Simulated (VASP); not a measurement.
A run of VASP 6.6.1:

File INCAR:

```
PREC     = Accurate       # precision mode
ENCUT    = 520            # plane-wave cutoff, eV
EDIFF    = 1E-6           # SCF threshold, eV
ISMEAR   = 0              # smearing method
SIGMA    = 0.1            # smearing width, eV
LREAL    = F              # projectors in reciprocal space
LASPH    = T              # aspherical terms in the spheres
NELM     = 100            # most SCF steps
ALGO     = Normal         # electronic algorithm
ISIF     = 2              # what is computed and relaxed
LWAVE    = F              # write WAVECAR
LCHARG   = F              # write CHGCAR
LDIPOL   = T            
IDIPOL   = 3            
DIPOL    = 0.5 0.5 0.414
GGA      = PE             # functional
IBRION   = 2              # ionic algorithm
NSW      = 50             # ionic steps
EDIFFG   = -0.025         # ionic threshold
```

KPOINTS

```
regular mesh
0
Gamma
  9 9 1
```

File POSCAR:

```
Al9H
1.0
    2.8535431556      0.0000000000      0.0000000000
   -1.4267715778      2.4712408635      0.0000000000
    0.0000000000      0.0000000000     34.2605580981
Al H
9 1
Selective dynamics
Direct
    0.3333333333      0.6666666667      0.1167523304  F F F
    0.0000000000      0.0000000000      0.1852090274  F F F
    0.6666666667      0.3333333333      0.2536657244  F F F
    0.0000000000      0.0000000000      0.3221224214  F F F
    0.3333333333      0.6666666667      0.3899858430  F F F
    0.0000000000      0.0000000000      0.4578168584  F F F
    0.6666666667      0.3333333333      0.5268325047  F F F
    0.0000000000      0.0000000000      0.5950901730  F F F
    0.3333333333      0.6666666667      0.6643370500  T T T
    0.6666666667      1.3333333333      0.6326452842  F F T
```

Potentials or basis: VASP PAW PBE potentials, release 64 (Al, H).

The run is started by

```bash
$ cat potpaw_PBE.64/Al/POTCAR potpaw_PBE.64/H/POTCAR > POTCAR
$ mpirun -np 1 vasp_std > vasp.out
```

Hardware: 1 thread of AMD EPYC 7R43 64-Core Processor (Zen 3), on a shared host.

Task: How long does it take, and how much memory?

Result: Run time: 9.8 min on 1 thread of AMD EPYC 7R43 64-Core Processor (Zen 3) (shared host), peak memory 0.39 GiB. Counts: scf iterations 98, k points 12, ion steps 8.
